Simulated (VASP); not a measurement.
# HfB3N (I-4m2) in VASP: single point with PBE

Aim: the single point of HfB3N with PBE.

Program: VASP 6.6.1. These are calculated values, not measurements. Logs are shortened: lines on timing, memory, paths and dates and some standing lists are left out, and cuts for length are marked.

### Step 1. The cell of the first run

Symmetry: I-4m2, No. 119, tetragonal system. The conventional cell has a = 3.597 Å, b = 3.597 Å, c = 6.617 Å, α = 90.00°, β = 90.00°, γ = 90.00°. Hf (site symmetry -4m2) has 14 B at 2.40 to 2.70 Å and 4 N at 2.44 Å within 3.2 Å. Within 2.4 Å of B (site symmetry 2mm) lie 3 B at 1.82 to 1.95 Å and 2 N at 1.95 Å and 1 Hf at 2.40 Å. Within 2.6 Å of B (site symmetry -4m2) lie 4 B at 1.95 Å and 4 Hf at 2.44 Å and 4 N at 2.54 Å. N (site symmetry -4m2) has 8 B at 1.95 to 2.54 Å and 4 Hf at 2.44 Å within 2.6 Å.

The cell was built from a structure type or drawn by symmetry, and may not be a known phase.

### Step 2. Single point, PBE

Input file INCAR:

```
SYSTEM = HfB3N
PREC = Accurate ; ENCUT = 600
EDIFF = 1E-6 ; ISMEAR = 0
SIGMA = 0.2 ; LREAL = .False.
LASPH = .True. ; NELM = 120
ALGO = Normal ; ISIF = 2
LWAVE = .False. ; LCHARG = .True.
GGA = PE ; LELF = .True.
LVHAR = .True. ; NBANDS = 20
GGA_COMPAT = .False.
```

Input file KPOINTS:

```
regular mesh
0
Gamma
  6 6 6
  0 0 0
```

Input file POSCAR:

```
HfB3N
1.0
   -1.7983568312      1.7983568312      3.3087415518
    1.7983568312     -1.7983568312      3.3087415518
    1.7983568312      1.7983568312     -3.3087415518
Hf B N
1 3 1
Direct
    0.2500000000      0.7500000000      0.5000000000
    0.8875417328      0.3875417328      0.5000000000
    0.6124582672      0.1124582672      0.5000000000
    0.0000000000      0.0000000000      0.0000000000
    0.5000000000      0.5000000000      0.0000000000
```

Potentials or basis: VASP PAW PBE potentials, release 64 (Hf_pv, B, N).

Run with:

```console
$ cat potpaw_PBE.64/Hf_pv/POTCAR potpaw_PBE.64/B/POTCAR potpaw_PBE.64/N/POTCAR > POTCAR
$ mpirun -np 1 vasp_std > vasp.out
```

OUTCAR:

```text
SYSTEM = HfB3N
   PREC = Accurate
   ENCUT = 600
   EDIFF = 1E-6
   ISMEAR = 0
   LREAL = .False.
   LASPH = .True.
   NELM = 120
   ISIF = 2
   GGA = PE

 ion  position               nearest neighbor table
   1  0.250  0.750  0.500-   2 2.40   3 2.40   4 2.44   5 2.44   4 2.44   5 2.44   4 2.44   5 2.44
                             4 2.44   5 2.44   2 2.70   2 2.70   2 2.70   3 2.70   2 2.70   3 2.70
   2  0.888  0.388  0.500-   3 1.82   4 1.95   5 1.95   4 1.95   5 1.95   1 2.40   1 2.70   1 2.70
                             1 2.70   1 2.70
   3  0.612  0.112  0.500-   2 1.82   4 1.95   5 1.95   5 1.95   4 1.95   1 2.40   1 2.70   1 2.70
                             1 2.70   1 2.70
   4  0.000  0.000  0.000-   2 1.95   3 1.95   3 1.95   2 1.95   1 2.44   1 2.44   1 2.44   1 2.44

   5  0.500  0.500  0.000-   2 1.95   3 1.95   3 1.95   2 1.95   1 2.44   1 2.44   1 2.44   1 2.44

  LATTYP: Found a body centered tetragonal cell.
 ALAT       =     3.5967136624
 C/A-ratio  =     1.8398693154

  Lattice vectors:

 A1 = (  -1.7983568312,   1.7983568312,   3.3087415518)
 A2 = (   1.7983568312,  -1.7983568312,   3.3087415518)
 A3 = (   1.7983568312,   1.7983568312,  -3.3087415518)

Analysis of symmetry for initial positions (statically):
=====================================================================
 Subroutine PRICEL returns:
 Original cell was already a primitive cell.

 Routine SETGRP: Setting up the symmetry group for a
 body centered tetragonal supercell.

 Subroutine GETGRP returns: Found  8 space group operations
 (whereof  8 operations were pure point group operations)
 out of a pool of 16 trial point group operations.

The static configuration has the point symmetry D_2d.

Analysis of symmetry for dynamics (positions and initial velocities):
=====================================================================
 Subroutine PRICEL returns:
 Original cell was already a primitive cell.

 Routine SETGRP: Setting up the symmetry group for a
 body centered tetragonal supercell.

 Subroutine GETGRP returns: Found  8 space group operations
 (whereof  8 operations were pure point group operations)
 out of a pool of 16 trial point group operations.

The dynamic configuration has the point symmetry D_2d.

 Subroutine INISYM returns: Found  8 space group operations
 (whereof  8 operations are pure point group operations),
 and found     1 'primitive' translations

----------------------------------------------------------------------------------------

                                     Primitive cell

  volume of cell :      42.8030

  direct lattice vectors                    reciprocal lattice vectors
    -1.798356831  1.798356831  3.308741552     0.000000000  0.278031585  0.151114855
     1.798356831 -1.798356831  3.308741552     0.278031585  0.000000000  0.151114855
     1.798356831  1.798356831 -3.308741552     0.278031585  0.278031585  0.000000000

  length of vectors
     4.173241575  4.173241575  4.173241575     0.316444721  0.316444721  0.393196038

  position of ions in fractional coordinates (direct lattice)
     0.250000000  0.750000000  0.500000000
     0.887541733  0.387541733  0.500000000
     0.612458267  0.112458267  0.500000000
     0.000000000  0.000000000  0.000000000
     0.500000000  0.500000000  0.000000000

  ion indices of the primitive-cell ions
   primitive index   ion index
                 1           1
                 2           2
                 3           3
                 4           4
                 5           5

----------------------------------------------------------------------------------------

 KPOINTS: regular mesh

Automatic generation of k-mesh.
 Grid dimensions read from file:
 generate k-points for:    6    6    6

 Generating k-lattice:

  Cartesian coordinates                     Fractional coordinates (reciprocal lattice)
     0.000000000  0.046338597  0.025185809     0.166666667  0.000000000  0.000000000
     0.046338597  0.000000000  0.025185809     0.000000000  0.166666667  0.000000000
     0.046338597  0.046338597  0.000000000     0.000000000  0.000000000  0.166666667

  Length of vectors
     0.052740787  0.052740787  0.065532673

  Shift w.r.t. Gamma in fractional coordinates (k-lattice)
     0.000000000  0.000000000  0.000000000

 Subroutine IBZKPT returns following result:
 ===========================================

 Found     30 irreducible k-points:

 Following reciprocal coordinates:
            Coordinates               Weight
  0.000000  0.000000  0.000000      1.000000
  0.166667 -0.000000  0.000000      8.000000
  0.333333  0.000000  0.000000      8.000000
  0.500000 -0.000000  0.000000      4.000000
  0.166667  0.166667  0.000000      8.000000
  0.333333  0.166667  0.000000     16.000000
[... 16 lines left out ...]
 -0.333333 -0.333333  0.166667      8.000000
 -0.166667 -0.333333  0.166667      8.000000
 [... further k-points ...]
   k-points           NKPTS =     30   k-points in BZ     NKDIM =     30   number of bands    NBANDS=     20
   number of dos      NEDOS =    301   number of ions     NIONS =      5
   total plane-waves  NPLWV =  46656
   dimension x,y,z NGX =    36 NGY =   36 NGZ =   36
   dimension x,y,z NGXF=    72 NGYF=   72 NGZF=   72
   ions per type =               1   3   1
   NGX,Y,Z   is equivalent  to a cutoff of  14.34, 14.34, 14.34 a.u.
   NGXF,Y,Z  is equivalent  to a cutoff of  28.68, 28.68, 28.68 a.u.
 SYSTEM =  HfB3N
   PREC   = accura    normal or accurate (medium, high low for compatibility)
   ISTART =      0    job   : 0-new  1-cont  2-samecut
   ICHARG =      2    charge: 1-file 2-atom 10-const
   ISPIN  =      1    spin polarized calculation?
   LNONCOLLINEAR =      F non collinear calculations
   LSORBIT =      F    spin-orbit coupling
   LASPH  =      T    aspherical Exc in radial PAW
   ENCUT  =  600.0 eV  44.10 Ry    6.64 a.u.   8.34  8.34  8.34*2*pi/ulx,y,z
   NELM   =    120;   NELMIN=  2; NELMDL= -5     # of ELM steps
   EDIFF  = 0.1E-05   stopping-criterion for ELM
   LREAL  =      F    real-space projection
   EDIFFG = 0.1E-04   stopping-criterion for IOM
   NSW    =      0    number of steps for IOM
   IBRION =     -1    ionic relax: 0-MD 1-quasi-New 2-CG
   NFREE  =      0    steps in history (QN), initial steepest desc. (CG)
   ISIF   =      2    stress and relaxation
   ISYM   =      2    0-nonsym 1-usesym 2-fastsym
   POTIM  = 0.5000    time-step for ionic-motion
   TEBEG  =    0.0;   TEEND  =   0.0 temperature during run
   PSTRESS=    0.0 pullay stress
   NELECT =      24.0000    total number of electrons
   NUPDOWN=      -1.0000    fix difference up-down
   EMIN   =  10.00;   EMAX   =-10.00  energy-range for DOS
   EFERMI =   0.00;   METHOD = LEGACY
   ISMEAR =     0;   SIGMA  =   0.20  broadening in eV -4-tet -1-fermi 0-gaus
   EFERMI_NEDOS =   21; number of points for ismear=-14 and -15
   IALGO  =     38    algorithm
   IMIX   =      4    mixing-type and parameters
     AMIX     =   0.40;   BMIX     =  1.00
     AMIX_MAG =   1.60;   BMIX_MAG =  1.00
  volume/ion in A,a.u.               =       8.56        57.77
  Fermi-wavevector in a.u.,A,eV,Ry     =   1.349958  2.551051 24.795090  1.822388
  Thomas-Fermi vector in A             =   2.477502
   LORBIT       =      0    0 simple, 1 ext, 2 COOP (PROOUT), +10 PAW based schemes
   GGA     = PE    functional components
   LHFCALC =     F    Hartree Fock is set to
   AEXX    =    0.0000 exact exchange contribution
   IVDW    =     0    specifies the selected vdW correction
   LEPSILON=     F    determine dielectric tensor
   LRPA    =     F    only Hartree local field effects (RPA)
 non-spin polarized calculation
 Gauss-broadening in eV      SIGMA  =   0.20
  energy-cutoff  :      600.00
  volume of cell :       42.80
 maximum number of plane-waves:      1446
 NGX is ok and might be reduce to    36
   NGX = 17   NGY = 17   NGZ = 17

 number of electron      24.0000000 magnetization

 Free energy of the ion-electron system (eV)
  ---------------------------------------------------
  ext. energy  EPLUGINS =         0.00000000
  ---------------------------------------------------
  free energy    TOTEN  =       -36.72773919 eV

  energy without entropy =      -36.70434281  energy(sigma->0) =      -36.71604100

 E-fermi :   8.4093     XC(G=0): -12.6556

 val. band max:        8.4052660278   @ k =   0.5000   0.5000   0.1667
 cond. band min:       8.4617338232   @ k =   0.5000   0.5000   0.3333
 fundamental gap:      0.0564677954
 Fermi energy:         8.4092894739

 k-point     1 :       0.0000    0.0000    0.0000
  band No.  band energies     occupation
      1     -23.3910      2.00000
      2     -23.3910      2.00000
      3     -23.3324      2.00000
      4      -9.5366      2.00000
      5      -1.0154      2.00000
      6       0.5116      2.00000
[... 12 lines left out ...]
     19      14.3344      0.00000
     20      15.3906      0.00000

 k-point     2 :       0.1667   -0.0000    0.0000
  band No.  band energies     occupation
      1     -23.4369      2.00000
      2     -23.3900      2.00000
      3     -23.3422      2.00000
      4      -9.2540      2.00000
      5      -2.0379      2.00000
      6       0.5819      2.00000
[... 12 lines left out ...]
     19      14.6722      0.00000
     20      15.2816      0.00000

 k-point     3 :       0.3333    0.0000    0.0000
  band No.  band energies     occupation
      1     -23.5292      2.00000
      2     -23.3881      2.00000
      3     -23.3593      2.00000
      4      -8.6282      2.00000
      5      -3.2103      2.00000
      6       0.3512      2.00000
[... 12 lines left out ...]
     19      15.1818      0.00000
     20      15.6819      0.00000

 k-point     4 :       0.5000   -0.0000    0.0000
  band No.  band energies     occupation
      1     -23.5747      2.00000
      2     -23.3872      2.00000
      3     -23.3675      2.00000
      4      -8.2729      2.00000
      5      -3.6623      2.00000
      6       0.3449      2.00000
[... 429 lines left out ...]
 k-point    23 :      -0.3333   -0.3333    0.1667
  band No.  band energies     occupation
      1     -23.4566      2.00000
      2     -23.4452      2.00000
      3     -23.4031      2.00000
      4      -8.3859      2.00000
      5      -2.5644      2.00000
      6      -1.2560      2.00000
[... 12 lines left out ...]
     19      14.9365      0.00000
     20      16.0361      0.00000

 k-point    24 :      -0.1667   -0.3333    0.1667
  band No.  band energies     occupation
      1     -23.4524      2.00000
      2     -23.3992      2.00000
      3     -23.3884      2.00000
      4      -8.7885      2.00000
      5      -2.4180      2.00000
      6      -0.5438      2.00000
[... 12 lines left out ...]
     19      15.4512      0.00000
     20      15.7027      0.00000

 [... further k-points ...]

------------------------ aborting loop because EDIFF is reached ----------------------------------------

  FORCE on cell =-STRESS in cart. coord.  units (eV):
  Direction    XX          YY          ZZ          XY          YZ          ZX
  --------------------------------------------------------------------------------------
  -------------------------------------------------------------------------------------
  Total       -0.5256665     -0.5256665     -0.3593158      0.0000000      0.0000000     -0.0000000
  in kB      -19.6764303    -19.6764303    -13.4496924      0.0000000      0.0000000     -0.0000000
  external PRESSURE =     -17.6008510 kB  Pullay stress =       0.0000000 kB

 VOLUME and BASIS-vectors are now :
 -----------------------------------------------------------------------------
  energy-cutoff  :      600.00
  volume of cell :       42.80
      direct lattice vectors                 reciprocal lattice vectors
    -1.798356831  1.798356831  3.308741552     0.000000000  0.278031585  0.151114855
     1.798356831 -1.798356831  3.308741552     0.278031585  0.000000000  0.151114855
     1.798356831  1.798356831 -3.308741552     0.278031585  0.278031585  0.000000000

 POSITION                                       TOTAL-FORCE (eV/Angst)
 -----------------------------------------------------------------------------------
      1.79836     -0.00000      1.65437        -0.000000      0.000000     -0.000000
      0.00000      1.79836      2.56455         0.000000     -0.000000      0.011169
      0.00000      1.79836      0.74419         0.000000     -0.000000     -0.011169
      0.00000      0.00000      0.00000        -0.000000      0.000000     -0.000000
      0.00000      0.00000      3.30874        -0.000000      0.000000      0.000000
 -----------------------------------------------------------------------------------
    total drift:                                0.000000     -0.000000      0.000000

  FREE ENERGIE OF THE ION-ELECTRON SYSTEM (eV)
  ---------------------------------------------------
  free  energy   TOTEN  =       -36.7277391897 eV

  energy  without entropy=      -36.7043428134  energy(sigma->0) =      -36.71604100
```

Run time: 45 s. Hardware: 1 thread of Intel Xeon Platinum 8375C at 2.90GHz (Ice Lake), shared host; peak memory 0.22 GiB.

Results:

| Item | Value |
| --- | --- |
| Free energy | -36.7277 eV |
| Pressure | -1.8 GPa |
| Largest force | 0.011 eV/Å |
| Band gap on the k mesh | zero (bands 12 and 13 overlap by 2.05 eV) |

Forces in eV/Å, atoms in the order of the input:
```
Hf   0.000  0.000  0.000
B    0.000  0.000  0.011
B    0.000  0.000 -0.011
B    0.000  0.000  0.000
N    0.000  0.000  0.000
```

Caveat: spin-orbit coupling is left out, which moves the levels of the heavy elements.
